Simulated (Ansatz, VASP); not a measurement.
**One calculation of CaO, two programs**

```
Ca O
1.0
     0.00000    2.35574    2.35574
     2.35574    0.00000    2.35574
     2.35574    2.35574    0.00000
Ca O
1 1
Direct
  0.00000 0.00000 0.00000
  0.50000 0.50000 0.50000
```

Alike in both runs: functional LDA; k mesh 8 × 8 × 8; occupations gaussian, width 0.1 eV; no spin polarisation.

Ansatz relaxed the structure, and its values are those at the end. VASP's run is a single point on that final structure, the one shown.

|  | VASP | Ansatz |
| --- | --- | --- |
| version | VASP 6.6.1 | Ansatz 0.2.0 |
| potentials or method | VASP PAW LDA potentials, release 64 (Ca_sv, O), cutoff 520 eV | scalar-relativistic, plane waves, PAW |
| valence electrons in the cell | 16 | 16 |

|  | VASP | Ansatz | Ansatz less VASP |
| --- | --- | --- | --- |
| gap on the k mesh at the Fermi level (eV) | 3.42 | 3.45 | +0.030 |
| least direct gap on the mesh (eV) | 3.78 | 3.81 | +0.030 |
| pressure (GPa) | 0.7 | -0.3 | -1.04 |

Ansatz warns that its potentials were made for another functional, while VASP's fit it. LDA's correlation is that of Perdew and Zunger in VASP and of Perdew and Wang (1992) in Ansatz.
